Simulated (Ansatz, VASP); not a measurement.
## Two plane-wave programs on MnAs

INCAR

```
SYSTEM = MnAs
PREC = Accurate
ENCUT = 520
EDIFF = 1E-7
ISMEAR = -1
SIGMA = 0.1
LREAL = .False.
LASPH = .True.
NELM = 150
ALGO = Normal
ISIF = 2
LWAVE = .False.
LCHARG = .False.
ISPIN = 2
MAGMOM = 2.4 2.4 0 0
LORBIT = 11
LMAXMIX = 4
GGA = PS
NBANDS = 30
```

File KPOINTS:

```
Automatic mesh
0
Gamma
  10 10 6
  0 0 0
```

POSCAR

```
MnAs
1.0
    3.5707637208      0.0000000000      0.0000000000
   -1.7853818604      3.0923720931      0.0000000000
    0.0000000000      0.0000000000      5.3362913065
Mn As
2 2
Direct
    0.0000000000      0.0000000000      0.0000000000
    0.0000000000      0.0000000000      0.5000000000
    0.3333333333      0.6666666667      0.2500000000
    0.6666666667      0.3333333333      0.7500000000
```

Input for Ansatz:

```yaml
crystal:
  lattice:
    - [3.5707637208, 0.0, 0.0]
    - [-1.7853818604, 3.09237209312, 0.0]
    - [0.0, 0.0, 5.33629130653]
  atoms:
    - { symbol: Mn, position: [0.0, 0.0, 0.0], spin: 2.4 }
    - { symbol: Mn, position: [0.0, 0.0, 0.5], spin: 2.4 }
    - { symbol: As, position: [0.333333333333, 0.666666666667, 0.25] }
    - { symbol: As, position: [0.666666666667, 0.333333333333, 0.75] }
magnetization:
  spin_polarized: true
kpoints:
  mp_grid: { grid: [10, 10, 6] }
scf:
  occupations: { method: fermi_dirac, width: 0.1 }
hamiltonian:
  xc: pbesol
  pseudopotentials: { kind: paw }
output:
  forces: true
  stress: true
  eigenvalues: true
  eigenstates:
    nscf_kmesh: { grid: [14, 14, 8] }
    de_dk: true
    e_range: [-14, 14]
  optics:
    e_range: [0, 20]
    de: 0.2
    sigma: 0.25
    bands: { spectra_wanted_up_to: 20 }
    nscf_kmesh: { grid: [14, 14, 8] }
    drude_damping: 0.03
checkpoint:
  write: ck
  write_wavefunctions: false
```

Alike in both runs: task single point; functional PBEsol; k mesh 10 × 10 × 6; occupations fermi-dirac, width 0.1 eV; collinear spin.

|  | VASP | Ansatz |
| --- | --- | --- |
| version | VASP 6.6.1 | Ansatz 0.2.0 |
| potentials or method | VASP PAW PBE potentials, release 64 (Mn_pv, As) | PAW with Ansatz's default frozen-core files, scalar-relativistic |
| plane-wave cutoff (eV) | 520 | 420 |
| valence electrons in the cell | 36 | 60 |

|  | VASP | Ansatz | Ansatz less VASP |
| --- | --- | --- | --- |
| pressure (GPa) | 0.3 | 0.0 | -0.33 |
| net moment per atom (μB) | 1.20 | 1.20 | +0.004 |
| size of the moment on the site where the two differ most (μB) | 2.45 | 2.38 | -0.066 |

VASP's potentials were made for PBE, not for PBEsol. Site moments also hang on the region over which each program counts them. With one functional, cell and mesh, what is left measures potentials, basis and numerics. VASP's potentials hold 36 valence electrons a cell and Ansatz's 60, so a difference there can come from the potentials and not from the codes. Ansatz's warnings: optics on partly filled bands.
